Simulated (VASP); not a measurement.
# GaGe (F-43m) in VASP: further runs, part 3 of 3

VASP 6.6.1. Earlier steps stand in the parts before.

## Step 5: Relaxation of cell and atoms, PBE, target pressure 5 GPa, at which the enthalpy is minimised

This run uses another cell than the first one, of 24.33 Å³/atom, 0.995 times its volume.

INCAR reads:

```
SYSTEM = GaGe
ALGO = Normal
EDIFF = 1E-6
EDIFFG = -0.01
ENCUT = 600
GGA = PE
IBRION = 2
ISIF = 3
ISMEAR = -1
LASPH = .TRUE.
LCHARG = .FALSE.
LREAL = .FALSE.
LWAVE = .FALSE.
NELM = 60
NSW = 60
PREC = Accurate
PSTRESS = 50.0
SIGMA = 0.05
```

KPOINTS reads:

```
k-points
0
G
  8 8 8
  0 0 0
```

POSCAR reads:

```
GaGe
1.0
    0.0000000000      2.8978440000      2.8978440000
    2.8978440000      0.0000000000      2.8978440000
    2.8978440000      2.8978440000      0.0000000000
Ge Ga
1 1
Direct
    0.0000000000      0.0000000000      0.0000000000
    0.2500000000      0.2500000000      0.2500000000
```

Potentials or basis: VASP PAW PBE potentials, release 64 (Ge_d, Ga_d).

On the command line:

```sh
$ cat potpaw_PBE.64/Ge_d/POTCAR potpaw_PBE.64/Ga_d/POTCAR > POTCAR
$ mpirun -np 1 vasp_std > vasp.out
```

OUTCAR:

```text
SYSTEM = GaGe
   EDIFF = 1E-6
   EDIFFG = -0.01
   ENCUT = 600
   GGA = PE
   IBRION = 2
   ISIF = 3
   ISMEAR = -1
   LASPH = .TRUE.
   LREAL = .FALSE.
   NELM = 60
   NSW = 60
   PREC = Accurate
   PSTRESS = 50.0

 ion  position               nearest neighbor table
   1  0.000  0.000  0.000-   2 2.51   2 2.51   2 2.51   2 2.51
   2  0.250  0.250  0.250-   1 2.51   1 2.51   1 2.51   1 2.51

  LATTYP: Found a face centered cubic cell.
 ALAT       =     5.7956880000

  Lattice vectors:

 A1 = (   0.0000000000,   2.8978440000,   2.8978440000)
 A2 = (   2.8978440000,   0.0000000000,   2.8978440000)
 A3 = (   2.8978440000,   2.8978440000,   0.0000000000)

Analysis of symmetry for initial positions (statically):
=====================================================================
[... 162 lines left out ...]

--------------------------------------- Ionic step        1  -------------------------------------------

 number of electron      27.0000007 magnetization

 Free energy of the ion-electron system (eV)
  ---------------------------------------------------
  ext. energy  EPLUGINS =         0.00000000
  ---------------------------------------------------
  free energy    TOTEN  =        -7.09920256 eV

  energy without entropy =       -7.09067052  energy(sigma->0) =       -7.09493654

 E-fermi :   3.0682     XC(G=0):  -9.5542

 val. band max:        2.8280560698   @ k =   0.2500   0.2500   0.0000
 cond. band min:       3.1069743955   @ k =   0.3750   0.1250   0.0000
 fundamental gap:      0.2789183257
 Fermi energy:         3.0681755526
[... 1082 lines left out ...]
--------------------------------------- Ionic step        4  -------------------------------------------

 number of electron      26.9999996 magnetization

 Free energy of the ion-electron system (eV)
  ---------------------------------------------------
  ext. energy  EPLUGINS =         0.00000000
  ---------------------------------------------------
  free energy    TOTEN  =        -7.04347068 eV

  energy without entropy =       -7.03469631  energy(sigma->0) =       -7.03908350

 E-fermi :   3.6618     XC(G=0):  -9.9180

 val. band max:        3.5616129813   @ k =   0.1250   0.1250   0.0000
 cond. band min:       3.6930762230   @ k =  -0.1250   0.1250   0.0000
 fundamental gap:      0.1314632417
 Fermi energy:         3.6617949446
[... 513 lines left out ...]
  energy  without entropy=       -7.0346963132  energy(sigma->0) =       -7.03908350

  enthalpy is  TOTEN    =        -5.6391161077 eV   P V=        1.4043545773

 reached required accuracy - stopping structural energy minimisation
```

CONTCAR:

```text
GaGe
   1.00000000000000
     0.0000000000000000    2.8231185705933246    2.8231185705933246
     2.8231185705933246    0.0000000000000000    2.8231185705933246
     2.8231185705933246    2.8231185705933246    0.0000000000000000
  Ge              Ga
     1     1
Direct
     0.0000000000000000    0.0000000000000000    0.0000000000000000
     0.2500000000000000    0.2500000000000000    0.2500000000000000

  0.00000000E+00  0.00000000E+00  0.00000000E+00
  0.00000000E+00  0.00000000E+00  0.00000000E+00
```

Wall time 36 s (1 thread of Intel Xeon 6975P-C (Granite Rapids), shared host); peak memory 0.23 GiB.

What came out:

```
Free energy                                            : -7.0435 eV
Relaxed volume                                         : 22.50 Å³/atom
Relaxed cell                                           : a = 3.992 Å, b = 3.992 Å, c = 3.992 Å, α = 60.00°, β = 60.00°, γ = 60.00°
Space group after relaxing (to 0.05 Å)                 : F-43m (No. 216)
Energy change on relaxing (the enthalpy is what falls) : +27.9 meV/atom
Ionic steps                                            : 4
Pressure after relaxing                                : 5.0 GPa
```

The path:
```tsv
step	energy change (eV)	largest force (eV/Å)	pressure (GPa)	volume (Å³)
1	0.0000	0.0000	0.26	48.67
2	0.1009	0.0000	6.89	43.77
3	0.0580	0.0000	5.10	44.93
4	0.0557	0.0000	4.99	45.00
```

Final structure:
```
CELL_PARAMETERS angstrom
0.00000 2.82312 2.82312
2.82312 0.00000 2.82312
2.82312 2.82312 0.00000
ATOMIC_POSITIONS crystal
Ge 0.00000 0.00000 0.00000
Ga 0.25000 0.25000 0.25000
```

Levels at points of the mesh, in eV from the Fermi level:
```csv
k point,band 11,band 12,band 13,band 14,band 15,band 16,band 17
"(0.00, 0.00, 0.00)",-10.98,1.85,1.85,1.85,2.85,4.54,4.54
"(0.50, 0.00, 0.00)",-8.80,-5.63,0.42,0.42,2.45,5.53,5.53
"(0.50, 0.50, 0.00)",-7.63,-6.01,-1.37,-1.37,2.36,2.51,11.80
```

Caveat: the cell is relaxed towards a set pressure, so the enthalpy falls and the energy may rise.

## Step 6: Relaxation of cell and atoms, PBE, target pressure 10 GPa, at which the enthalpy is minimised

This run uses another cell than the first one, of 24.33 Å³/atom, 0.995 times its volume.

INCAR reads:

```
SYSTEM = GaGe
  PREC = Accurate
  ENCUT = 600
  EDIFF = 1E-6
  ISMEAR = -1
  SIGMA = 0.05
  LREAL = .False.
  LASPH = .True.
  NELM = 80
  ALGO = Normal
  ISIF = 3
  LWAVE = .False.
  LCHARG = .False.
  GGA = PE
  IBRION = 2
  NSW = 60
  EDIFFG = -0.01
  PSTRESS = 100.0
```

KPOINTS reads:

```
regular mesh
0
Gamma
  8 8 8
  0 0 0
```

POSCAR is that of step 5.

Potentials or basis: VASP PAW PBE potentials, release 64 (Ge_d, Ga_d).

On the command line:

```sh
$ cat potpaw_PBE.64/Ge_d/POTCAR potpaw_PBE.64/Ga_d/POTCAR > POTCAR
$ mpirun -np 1 vasp_std > vasp.out
```

Wall time 1.8 min (1 thread of Intel Xeon 6975P-C (Granite Rapids), shared host); peak memory 0.22 GiB.

The run converged. Its results:

```yaml
Free_energy: -6.9124 eV
Relaxed_volume: 21.06 Å³/atom
Relaxed_cell: a = 3.906 Å, b = 3.906 Å, c = 3.906 Å, α = 60.00°, β = 60.00°, γ = 60.00°
Space_group_after_relaxing_to_0.05_Å: F-43m (No. 216)
Energy_change_on_relaxing_the_enthalpy_is_what_falls: +93.4 meV/atom
Ionic_steps: 20
Pressure_after_relaxing: 9.9 GPa
```

The path:
| step | energy change (eV) | largest force (eV/Å) | pressure (GPa) | volume (Å³) |
| --- | --- | --- | --- | --- |
| 1 | 0.0000 | 0.0000 | 0.26 | 48.67 |
| 2 | 0.4601 | 0.0000 | 18.43 | 38.97 |
| 3 | 0.1829 | 0.0000 | 10.17 | 42.19 |
| 4 | 0.1754 | 0.0000 | 9.77 | 42.31 |
| 5 | 0.1756 | 0.0000 | 9.72 | 42.31 |
| 6 | 0.1763 | 0.0000 | 9.73 | 42.30 |
| 7 | 0.1763 | 0.0000 | 9.65 | 42.30 |
| 8 | 0.1763 | 0.0000 | 9.64 | 42.30 |
| 9 | 0.1763 | 0.0000 | 9.64 | 42.30 |
| 10 | 0.1764 | 0.0000 | 9.64 | 42.30 |
| 11 | 0.1766 | 0.0000 | 9.63 | 42.29 |
| 12 | 0.1769 | 0.0000 | 9.80 | 42.29 |
| 13 | 0.1775 | 0.0000 | 9.76 | 42.28 |
| 14 | 0.1787 | 0.0000 | 9.87 | 42.26 |
| 15 | 0.1811 | 0.0000 | 9.82 | 42.22 |
| 16 | 0.1860 | 0.0000 | 9.88 | 42.14 |
| 17 | 0.1960 | 0.0000 | 10.13 | 41.98 |
| 18 | 0.1908 | 0.0000 | 10.24 | 42.06 |
| 19 | 0.1876 | 0.0000 | 10.10 | 42.11 |
| 20 | 0.1868 | 0.0000 | 9.93 | 42.13 |

Final structure:
```
Ge Ga
1.0
     0.00000    2.76168    2.76168
     2.76168    0.00000    2.76168
     2.76168    2.76168    0.00000
Ge Ga
1 1
Direct
  0.00000 0.00000 0.00000
  0.25000 0.25000 0.25000
```

Levels at points of the mesh, in eV from the Fermi level:
```
           k point  band 10  band 11  band 12  band 13  band 14  band 15  band 16  band 17
(0.00, 0.00, 0.00)   -14.39   -11.40     1.99     1.99     1.99     3.54     4.68     4.68
(0.50, 0.00, 0.00)   -14.39    -9.03    -5.90     0.44     0.44     2.79     5.66     5.66
(0.50, 0.50, 0.00)   -14.38    -7.76    -6.20    -1.50    -1.50     2.36     2.54    12.46
```

Caveat: the cell is relaxed towards a set pressure, so the enthalpy falls and the energy may rise.

## Step 7: The runs side by side

```tsv
task	cell	cutoff (eV)	gap on the mesh (eV)	pressure (GPa)
single point	a = 4.105 Å, angles 60.0°, 2 atoms	520	none	0.0
relaxation of cell and atoms	relaxed from a = 4.098 Å, angles 60.0°, 2 atoms	600	none	-0.1
relaxation of cell and atoms	relaxed to 2 GPa from a = 4.098 Å, angles 60.0°, 2 atoms	600	none	2.0
relaxation of cell and atoms	relaxed to 5 GPa from a = 4.098 Å, angles 60.0°, 2 atoms	600	none	5.0
relaxation of cell and atoms	relaxed to 10 GPa from a = 4.098 Å, angles 60.0°, 2 atoms	600	none	9.9
```

Alike in all rows: level PBE; potentials or basis VASP PAW PBE potentials, release 64 (Ge_d, Ga_d); no spin polarisation; k mesh 8 × 8 × 8; smearing fermi-dirac 0.05 eV.

Caveats: the cell is relaxed towards a set pressure, so the enthalpy falls and the energy may rise (some runs).

Total energies depend on the potentials used, so only differences within one code and one set of settings carry meaning.
